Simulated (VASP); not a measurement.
Wanted: the native input for a VASP 6.6.1 run.

| Quantity | Value |
| --- | --- |
| Task | single point |
| Functional | PBEsol |
| Potentials or basis | VASP PAW PBE potentials, release 64 (Ge_d, Fe) |
| Cutoff | 520 eV |
| k mesh | 8 × 8 × 6 |
| Occupations | fermi-dirac, width 0.05 eV |
| Spin | collinear spin, ferromagnetic start |
| Starting moments | [0.0, 0.0, 3.0, 3.0, 3.0, 3.0] μB |
| Dipole correction | no |
| Further INCAR settings | ALGO = Normal; EDIFF = 1e-07; NBANDS = 43 |

The structure of Fe2Ge lies in POSCAR:

```
Fe2Ge
1.0
    4.0485002183      0.0000000000      0.0000000000
   -2.0242501092      3.5061040363      0.0000000000
    0.0000000000      0.0000000000      4.9065038812
Ge Fe
2 4
Direct
    0.3333333333      0.6666666667      0.7500000000
    0.6666666667      0.3333333333      0.2500000000
    0.3333333333      0.6666666667      0.2500000000
    0.6666666667      0.3333333333      0.7500000000
    0.0000000000      0.0000000000      0.5000000000
    0.0000000000      0.0000000000      0.0000000000
```

The input as run:

INCAR

```
SYSTEM = Fe2Ge
PREC = Accurate
ENCUT = 520
EDIFF = 1E-7
ISMEAR = -1
SIGMA = 0.05
LREAL = .False.
LASPH = .True.
NELM = 150
ALGO = Normal
ISIF = 2
LWAVE = .False.
LCHARG = .False.
ISPIN = 2
MAGMOM = 0 0 3 3 3 3
LORBIT = 11
LMAXMIX = 4
GGA = PS
NBANDS = 43
```

KPOINTS

```
regular mesh
0
Gamma
  8 8 6
  0 0 0
```

Potentials or basis: VASP PAW PBE potentials, release 64 (Ge_d, Fe).

Run with:

```sh
$ cat potpaw_PBE.64/Ge_d/POTCAR potpaw_PBE.64/Fe/POTCAR > POTCAR
$ mpirun -np 1 vasp_std > vasp.out
```

Results of the run:

* Pressure: 1.4 GPa
* Net moment: 6.96 μB per cell
* Site moments: Ge -0.07; Fe +1.29, +2.25 (each value once) μB
* Valence electrons inside the program's atomic spheres: Ge 12.59; Fe 7.53, 7.25 (each value once)

Caveat: the PAW data sets were made with another functional, which shifts forces and pressure a little.

Run time: 6.1 min on 1 thread of AMD EPYC 7R43 64-Core Processor (Zen 3), with other jobs on the host, peak memory 0.28 GiB.
